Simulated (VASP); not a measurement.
ZnS: single point with PBE-based screened hybrid with 35 % exact exchange

ZnS:

```
Zn S
1.0
     3.81100    0.00000    0.00000
    -1.90550    3.30042    0.00000
     0.00000    0.00000    6.23400
Zn S
2 2
Direct
  0.66667 0.33333 0.50000
  0.33333 0.66667 0.00000
  0.66667 0.33333 0.88500
  0.33333 0.66667 0.38500
```

- Program: VASP 6.6.1
- Task: single point
- Functional: PBE-based screened hybrid with 35 % exact exchange
- Potentials or basis: VASP PAW PBE potentials, release 64 (Zn, S)
- Cutoff: 520 eV
- k mesh: 5 × 5 × 3
- Occupations: fermi-dirac, width 0.05 eV
- Spin: no spin polarisation
- Dipole correction: no
- Grid for exact exchange (PRECFOCK): Normal
- Share of exact exchange: 0.35
- Further INCAR settings: ALGO = Normal; EDIFF = 1e-06; NBANDS = 26
- Screening parameter: 0.20787 1/Å

```yaml
Pressure: 1.4 GPa
Largest_force: 0.331 eV/Å
Band_gap_on_the_k_mesh: 3.96 eV
```

Forces on the atoms (eV/Å):
```
Zn   0.000  0.000  0.331
Zn   0.000  0.000  0.331
S    0.000  0.000 -0.331
S    0.000  0.000 -0.331
```

Stress tensor (GPa, compression positive):
```
 2.23  0.00  0.00
 0.00  2.23  0.00
 0.00  0.00 -0.13
```

Levels at points of the mesh, in eV from the valence-band top:
```tsv
k point	band 15	band 16	band 17	band 18	band 19	band 20	band 21	band 22
(0.00, 0.00, 0.00)	-0.97	-0.04	-0.04	0.00	3.96	4.72	8.07	8.07
```

It took 59 min on 1 thread of Oxide Virtual Turin-like Processor, on a shared host, peak memory 0.29 GiB.

Caveat: the PAW data sets were made with another functional, which shifts forces and pressure a little.
